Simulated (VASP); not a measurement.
# ScAl3 (Pm-3m) in VASP: further runs

Aim: see how the results for ScAl3 move with the level of theory and the settings. Levels: PBEsol, RPBE, revPBE, BLYP. Tasks: single point.

All numbers are computed with VASP 6.6.1; they aren't measurements. Logs are shortened: lines on timing, memory, paths and dates and some standing lists are left out, and cuts for length are marked.

**1. The cell of the first run**

The structure is cubic, space group Pm-3m (No. 221). The conventional cell has a = 4.088 Å, b = 4.088 Å, c = 4.088 Å, α = 90.00°, β = 90.00°, γ = 90.00°. Sc (site symmetry m-3m) has 12 Al at 2.89 Å within 3.8 Å. Al (site symmetry 4/mmm) has 4 Sc at 2.89 Å and 8 Al at 2.89 Å within 3.8 Å.

**2. Single point, PBEsol**

Input file INCAR:

```
SYSTEM = ScAl3
PREC     = Accurate       ! precision mode
ENCUT    = 520            ! plane-wave cutoff, eV
EDIFF    = 1E-6           ! SCF threshold, eV
ISMEAR   = -1             ! smearing method
SIGMA    = 0.05           ! smearing width, eV
LREAL    = .FALSE.        ! projectors in reciprocal space
LASPH    = .TRUE.         ! aspherical terms in the spheres
NELM     = 100            ! most SCF steps
ALGO     = Fast           ! electronic algorithm
ISIF     = 2              ! what is computed and relaxed
LWAVE    = .FALSE.        ! write WAVECAR
LCHARG   = .TRUE.         ! write CHGCAR
GGA      = PS             ! functional
LELF     = .TRUE.         ! ELF
LVHAR    = .TRUE.       
NBANDS   = 18             ! bands
```

Input file KPOINTS:

```
regular mesh
0
G
  4 4 4
  0 0 0
```

Input file POSCAR:

```
ScAl3
1.0
    4.0878065700      0.0000000000      0.0000000000
    0.0000000000      4.0878065700      0.0000000000
    0.0000000000      0.0000000000      4.0878065700
Sc Al
1 3
Direct
    0.0000000000      0.0000000000      0.0000000000
    0.5000000000      0.5000000000      0.0000000000
    0.0000000000      0.5000000000      0.5000000000
    0.5000000000      0.0000000000      0.5000000000
```

Potentials or basis: VASP PAW PBE potentials, release 64 (Sc_sv, Al).

Started as:

```
$ cat potpaw_PBE.64/Sc_sv/POTCAR potpaw_PBE.64/Al/POTCAR > POTCAR
$ mpirun -np 1 vasp_std > vasp.out
```

OUTCAR:

```text
SYSTEM = ScAl3
   PREC = Accurate
   ENCUT = 520
   EDIFF = 1E-6
   ISMEAR = -1
   LREAL = .FALSE.
   LASPH = .TRUE.
   NELM = 100
   ISIF = 2
   GGA = PS

 ion  position               nearest neighbor table
   1  0.000  0.000  0.000-   2 2.89   3 2.89   4 2.89   3 2.89   4 2.89   2 2.89   3 2.89   3 2.89
                             2 2.89   4 2.89   4 2.89   2 2.89
   2  0.500  0.500  0.000-   1 2.89   3 2.89   4 2.89   3 2.89   4 2.89   1 2.89   4 2.89   4 2.89
                             1 2.89   3 2.89   3 2.89   1 2.89
   3  0.000  0.500  0.500-   1 2.89   2 2.89   4 2.89   1 2.89   2 2.89   1 2.89   4 2.89   1 2.89
                             2 2.89   4 2.89   2 2.89   4 2.89
   4  0.500  0.000  0.500-   1 2.89   2 2.89   3 2.89   1 2.89   2 2.89   2 2.89   3 2.89   2 2.89
                             1 2.89   3 2.89   1 2.89   3 2.89

  LATTYP: Found a simple cubic cell.
 ALAT       =     4.0878065700

  Lattice vectors:

 A1 = (   4.0878065700,   0.0000000000,   0.0000000000)
 A2 = (   0.0000000000,   4.0878065700,   0.0000000000)
 A3 = (   0.0000000000,   0.0000000000,   4.0878065700)

Analysis of symmetry for initial positions (statically):
=====================================================================
 Subroutine PRICEL returns:
 Original cell was already a primitive cell.

 Routine SETGRP: Setting up the symmetry group for a
 simple cubic supercell.

 Subroutine GETGRP returns: Found 48 space group operations
 (whereof 48 operations were pure point group operations)
 out of a pool of 48 trial point group operations.

The static configuration has the point symmetry O_h .

Analysis of symmetry for dynamics (positions and initial velocities):
=====================================================================
 Subroutine PRICEL returns:
 Original cell was already a primitive cell.

 Routine SETGRP: Setting up the symmetry group for a
 simple cubic supercell.

 Subroutine GETGRP returns: Found 48 space group operations
 (whereof 48 operations were pure point group operations)
 out of a pool of 48 trial point group operations.

The dynamic configuration has the point symmetry O_h .

 Subroutine INISYM returns: Found 48 space group operations
 (whereof 48 operations are pure point group operations),
 and found     1 'primitive' translations

----------------------------------------------------------------------------------------

                                     Primitive cell

  volume of cell :      68.3079

  direct lattice vectors                    reciprocal lattice vectors
     4.087806570  0.000000000  0.000000000     0.244629970  0.000000000  0.000000000
     0.000000000  4.087806570  0.000000000     0.000000000  0.244629970  0.000000000
     0.000000000  0.000000000  4.087806570     0.000000000  0.000000000  0.244629970

  length of vectors
     4.087806570  4.087806570  4.087806570     0.244629970  0.244629970  0.244629970

  position of ions in fractional coordinates (direct lattice)
     0.000000000  0.000000000  0.000000000
     0.500000000  0.500000000  0.000000000
     0.000000000  0.500000000  0.500000000
     0.500000000  0.000000000  0.500000000

  ion indices of the primitive-cell ions
   primitive index   ion index
                 1           1
                 2           2
                 3           3
                 4           4

----------------------------------------------------------------------------------------

 KPOINTS: regular mesh

Automatic generation of k-mesh.
 Grid dimensions read from file:
 generate k-points for:    4    4    4

 Generating k-lattice:

  Cartesian coordinates                     Fractional coordinates (reciprocal lattice)
     0.061157493  0.000000000  0.000000000     0.250000000  0.000000000  0.000000000
     0.000000000  0.061157493  0.000000000     0.000000000  0.250000000  0.000000000
     0.000000000  0.000000000  0.061157493     0.000000000  0.000000000  0.250000000

  Length of vectors
     0.061157493  0.061157493  0.061157493

  Shift w.r.t. Gamma in fractional coordinates (k-lattice)
     0.000000000  0.000000000  0.000000000

 Subroutine IBZKPT returns following result:
 ===========================================

 Found     10 irreducible k-points:

 Following reciprocal coordinates:
            Coordinates               Weight
  0.000000  0.000000  0.000000      1.000000
  0.250000  0.000000  0.000000      6.000000
  0.500000  0.000000  0.000000      3.000000
  0.250000  0.250000  0.000000     12.000000
  0.500000  0.250000  0.000000     12.000000
  0.500000  0.500000  0.000000      3.000000
  0.250000  0.250000  0.250000      8.000000
  0.500000  0.250000  0.250000     12.000000
  0.500000  0.500000  0.250000      6.000000
  0.500000  0.500000  0.500000      1.000000
   k-points           NKPTS =     10   k-points in BZ     NKDIM =     10   number of bands    NBANDS=     18
   number of dos      NEDOS =    301   number of ions     NIONS =      4
   total plane-waves  NPLWV =  27000
   dimension x,y,z NGX =    30 NGY =   30 NGZ =   30
   dimension x,y,z NGXF=    60 NGYF=   60 NGZF=   60
   ions per type =               1   3
   NGX,Y,Z   is equivalent  to a cutoff of  12.20, 12.20, 12.20 a.u.
   NGXF,Y,Z  is equivalent  to a cutoff of  24.40, 24.40, 24.40 a.u.
 SYSTEM =  ScAl3
   PREC   = accura    normal or accurate (medium, high low for compatibility)
   ISTART =      0    job   : 0-new  1-cont  2-samecut
   ICHARG =      2    charge: 1-file 2-atom 10-const
   ISPIN  =      1    spin polarized calculation?
   LNONCOLLINEAR =      F non collinear calculations
   LSORBIT =      F    spin-orbit coupling
   LASPH  =      T    aspherical Exc in radial PAW
   ENCUT  =  520.0 eV  38.22 Ry    6.18 a.u.   7.60  7.60  7.60*2*pi/ulx,y,z
   NELM   =    100;   NELMIN=  2; NELMDL= -5     # of ELM steps
   EDIFF  = 0.1E-05   stopping-criterion for ELM
   LREAL  =      F    real-space projection
   EDIFFG = 0.1E-04   stopping-criterion for IOM
   NSW    =      0    number of steps for IOM
   IBRION =     -1    ionic relax: 0-MD 1-quasi-New 2-CG
   NFREE  =      0    steps in history (QN), initial steepest desc. (CG)
   ISIF   =      2    stress and relaxation
   ISYM   =      2    0-nonsym 1-usesym 2-fastsym
   POTIM  = 0.5000    time-step for ionic-motion
   TEBEG  =    0.0;   TEEND  =   0.0 temperature during run
   PSTRESS=    0.0 pullay stress
   NELECT =      20.0000    total number of electrons
   NUPDOWN=      -1.0000    fix difference up-down
   EMIN   =  10.00;   EMAX   =-10.00  energy-range for DOS
   EFERMI =   0.00;   METHOD = LEGACY
   ISMEAR =    -1;   SIGMA  =   0.05  broadening in eV -4-tet -1-fermi 0-gaus
   EFERMI_NEDOS =   21; number of points for ismear=-14 and -15
   IALGO  =     68    algorithm
   IMIX   =      4    mixing-type and parameters
     AMIX     =   0.40;   BMIX     =  1.00
     AMIX_MAG =   1.60;   BMIX_MAG =  1.00
  volume/ion in A,a.u.               =      17.08       115.24
  Fermi-wavevector in a.u.,A,eV,Ry     =   1.087079  2.054282 16.078563  1.181741
  Thomas-Fermi vector in A             =   2.223230
   LORBIT       =      0    0 simple, 1 ext, 2 COOP (PROOUT), +10 PAW based schemes
   GGA     = PS    functional components
   LHFCALC =     F    Hartree Fock is set to
   AEXX    =    0.0000 exact exchange contribution
   IVDW    =     0    specifies the selected vdW correction
   LEPSILON=     F    determine dielectric tensor
   LRPA    =     F    only Hartree local field effects (RPA)
 non-spin polarized calculation
 RMM-DIIS sequential band-by-band and
  energy-cutoff  :      520.00
  volume of cell :       68.31
 maximum number of plane-waves:      1856
   NGX = 15   NGY = 15   NGZ = 15

 number of electron      19.9999996 magnetization

 Free energy of the ion-electron system (eV)
  ---------------------------------------------------
  ext. energy  EPLUGINS =         0.00000000
  ---------------------------------------------------
  free energy    TOTEN  =       -20.64926584 eV

  energy without entropy =      -20.61468128  energy(sigma->0) =      -20.63197356

 E-fermi :   7.2238     XC(G=0): -10.4993

 val. band max:        7.1312492396   @ k =   0.5000   0.2500   0.0000
 cond. band min:       7.2284236393   @ k =   0.5000   0.2500   0.2500
 fundamental gap:      0.0971743997
 Fermi energy:         7.2238299140

 k-point     1 :       0.0000    0.0000    0.0000
  band No.  band energies     occupation
      1     -41.5462      2.00000
      2     -20.3452      2.00000
      3     -20.3452      2.00000
      4     -20.3452      2.00000
      5      -2.8181      2.00000
      6       4.5715      2.00000
[... 10 lines left out ...]
     17      12.5056      0.00000
     18      12.5056      0.00000

 k-point     2 :       0.2500    0.0000    0.0000
  band No.  band energies     occupation
      1     -41.5456      2.00000
      2     -20.3619      2.00000
      3     -20.3439      2.00000
      4     -20.3439      2.00000
      5      -2.2485      2.00000
      6       2.0777      2.00000
[... 10 lines left out ...]
     17      12.1921      0.00000
     18      12.9647      0.00000

 k-point     3 :       0.5000    0.0000    0.0000
  band No.  band energies     occupation
      1     -41.5449      2.00000
      2     -20.3785      2.00000
      3     -20.3426      2.00000
      4     -20.3426      2.00000
      5      -0.9393      2.00000
      6      -0.1227      2.00000
[... 10 lines left out ...]
     17      11.2419      0.00000
     18      12.3874      0.00000

 k-point     4 :       0.2500    0.2500    0.0000
  band No.  band energies     occupation
      1     -41.5449      2.00000
      2     -20.3606      2.00000
      3     -20.3595      2.00000
      4     -20.3426      2.00000
      5      -1.7018      2.00000
      6       2.4392      2.00000
[... 10 lines left out ...]
     17      11.7301      0.00000
     18      12.9620      0.00000

 k-point     5 :       0.5000    0.2500    0.0000
  band No.  band energies     occupation
      1     -41.5443      2.00000
      2     -20.3762      2.00000
      3     -20.3583      2.00000
      4     -20.3413      2.00000
      5      -0.4876      2.00000
      6       0.4449      2.00000
[... 10 lines left out ...]
     17      12.3886      0.00000
     18      12.4702      0.00000

 k-point     6 :       0.5000    0.5000    0.0000
  band No.  band energies     occupation
      1     -41.5436      2.00000
      2     -20.3738      2.00000
      3     -20.3738      2.00000
      4     -20.3401      2.00000
      5       0.4626      2.00000
      6       1.5835      2.00000
[... 10 lines left out ...]
     17      12.5409      0.00000
     18      12.5425      0.00000

 k-point     7 :       0.2500    0.2500    0.2500
  band No.  band energies     occupation
      1     -41.5443      2.00000
      2     -20.3594      2.00000
      3     -20.3578      2.00000
      4     -20.3578      2.00000
      5      -1.1748      2.00000
      6       2.7913      2.00000
[... 10 lines left out ...]
     17      12.8326      0.00000
     18      12.9441      0.00000

 k-point     8 :       0.5000    0.2500    0.2500
  band No.  band energies     occupation
      1     -41.5436      2.00000
      2     -20.3739      2.00000
      3     -20.3570      2.00000
      4     -20.3560      2.00000
      5      -0.0253      2.00000
      6       0.9567      2.00000
[... 10 lines left out ...]
     17      12.7103      0.00000
     18      12.7149      0.00000

 k-point     9 :       0.5000    0.5000    0.2500
  band No.  band energies     occupation
      1     -41.5430      2.00000
      2     -20.3716      2.00000
      3     -20.3716      2.00000
      4     -20.3547      2.00000
      5       0.9912      2.00000
      6       1.8989      2.00000
[... 10 lines left out ...]
     17      11.2236      0.00000
     18      14.4474      0.00000

 k-point    10 :       0.5000    0.5000    0.5000
  band No.  band energies     occupation
      1     -41.5424      2.00000
      2     -20.3694      2.00000
      3     -20.3694      2.00000
      4     -20.3694      2.00000
      5       2.4125      2.00000
      6       2.4125      2.00000
[... 10 lines left out ...]
     17      11.2497      0.00000
     18      18.1681      0.00000

------------------------ aborting loop because EDIFF is reached ----------------------------------------

  FORCE on cell =-STRESS in cart. coord.  units (eV):
  Direction    XX          YY          ZZ          XY          YZ          ZX
  --------------------------------------------------------------------------------------
  -------------------------------------------------------------------------------------
  Total       -0.3409366     -0.3409366     -0.3409366     -0.0000000     -0.0000000      0.0000000
  in kB       -7.9967430     -7.9967430     -7.9967430     -0.0000000     -0.0000000      0.0000000
  external PRESSURE =      -7.9967430 kB  Pullay stress =       0.0000000 kB

 VOLUME and BASIS-vectors are now :
 -----------------------------------------------------------------------------
  energy-cutoff  :      520.00
  volume of cell :       68.31
      direct lattice vectors                 reciprocal lattice vectors
     4.087806570  0.000000000  0.000000000     0.244629970  0.000000000  0.000000000
     0.000000000  4.087806570  0.000000000     0.000000000  0.244629970  0.000000000
     0.000000000  0.000000000  4.087806570     0.000000000  0.000000000  0.244629970

 POSITION                                       TOTAL-FORCE (eV/Angst)
 -----------------------------------------------------------------------------------
      0.00000      0.00000      0.00000         0.000000      0.000000      0.000000
      2.04390      2.04390      0.00000         0.000000      0.000000      0.000000
      0.00000      2.04390      2.04390         0.000000      0.000000      0.000000
      2.04390      0.00000      2.04390         0.000000      0.000000      0.000000
 -----------------------------------------------------------------------------------
    total drift:                               -0.000000     -0.000000      0.000000

  FREE ENERGIE OF THE ION-ELECTRON SYSTEM (eV)
  ---------------------------------------------------
  free  energy   TOTEN  =       -20.6492658372 eV

  energy  without entropy=      -20.6146812774  energy(sigma->0) =      -20.63197356
```

Run time: 13 s. Hardware: 1 thread of AMD EPYC 7R13 (Zen 3), shared host; peak memory 0.13 GiB.

What came out:

| Quantity | Value |
| --- | --- |
| Free energy | -20.6493 eV |
| Pressure | -0.8 GPa |
| Band gap on the k mesh | zero (band 10 reaches 8.08 eV, above the bottom of band 11 at 4.25 eV) |

Caveat: the k points lie up to 0.38 Å⁻¹ apart; the PAW data sets were made with another functional, which shifts forces and pressure a little.

**3. Single point, RPBE**

Input file INCAR:

```
ALGO = Fast
EDIFF = 1E-6
ENCUT = 520
GGA = RP
ISIF = 2
ISMEAR = -1
LASPH = T
LCHARG = F
LREAL = F
LWAVE = F
NBANDS = 18
NELM = 60
PREC = Accurate
SIGMA = 0.05
```

Input file KPOINTS:

```
k-points
0
Gamma
  4 4 4
```

POSCAR is that of step 2.

Potentials or basis: VASP PAW PBE potentials, release 64 (Sc_sv, Al).

Started as:

```
$ cat potpaw_PBE.64/Sc_sv/POTCAR potpaw_PBE.64/Al/POTCAR > POTCAR
$ mpirun -np 1 vasp_std > vasp.out
```

Run time: 13 s. Hardware: 1 thread of AMD EPYC 7R13 (Zen 3), shared host; peak memory 0.13 GiB.

The run converged. Its results:

| Quantity | Value |
| --- | --- |
| Free energy | -18.0646 eV |
| Pressure | 3.4 GPa |
| Band gap on the k mesh | zero (band 10 reaches 8.31 eV, above the bottom of band 11 at 4.39 eV) |

Levels at points of the mesh, in eV from the Fermi level:
```csv
k point,band 8,band 9,band 10,band 11,band 12,band 13
"(0.00, 0.00, 0.00)",-1.86,-1.86,-1.86,1.22,1.28,1.28
"(0.50, 0.00, 0.00)",-1.75,-1.52,0.91,0.95,0.95,1.30
"(0.50, 0.50, 0.00)",-4.41,-0.57,-0.57,1.16,1.36,2.07
"(0.50, 0.50, 0.50)",-4.52,-3.02,-3.02,-3.02,0.93,2.61
```

Caveat: the k points lie up to 0.38 Å⁻¹ apart; the PAW data sets were made with another functional, which shifts forces and pressure a little.

**4. Single point, revPBE**

Input file INCAR:

```
  PREC = Accurate
  ENCUT = 520
  EDIFF = 1E-6
  ISMEAR = -1
  SIGMA = 0.05
  LREAL = F
  LASPH = T
  NELM = 100
  ALGO = Fast
  ISIF = 2
  LWAVE = F
  LCHARG = F
  GGA = RE
  NBANDS = 18
```

Input file KPOINTS:

```
Automatic mesh
0
Gamma
  4 4 4
```

POSCAR is that of step 3.

Started as:

```
$ cat potpaw_PBE.64/Sc_sv/POTCAR potpaw_PBE.64/Al/POTCAR > POTCAR
$ mpirun -np 1 vasp_std > vasp.out
```

Run time: 12 s. Hardware: 1 thread of AMD EPYC 7R13 (Zen 3), shared host; peak memory 0.13 GiB.

It converged, with:

```
Free energy            : -18.2858 eV
Pressure               : 2.9 GPa
Band gap on the k mesh : zero (band 10 reaches 8.28 eV, above the bottom of band 11 at 4.37 eV)
```

Levels at points of the mesh, in eV from the Fermi level:
```csv
k point,band 7,band 8,band 9,band 10,band 11,band 12,band 13,band 14
"(0.00, 0.00, 0.00)",-2.64,-1.86,-1.86,-1.86,1.22,1.28,1.28,1.28
"(0.50, 0.00, 0.00)",-1.75,-1.75,-1.51,0.89,0.96,0.96,1.31,1.62
"(0.50, 0.50, 0.00)",-5.67,-4.41,-0.57,-0.57,1.17,1.36,2.07,2.50
"(0.50, 0.50, 0.50)",-4.82,-4.51,-3.01,-3.01,-3.01,0.93,2.61,2.61
```

Caveat: the k points lie up to 0.38 Å⁻¹ apart; the PAW data sets were made with another functional, which shifts forces and pressure a little.

(Part 1 of 2 ends here.)
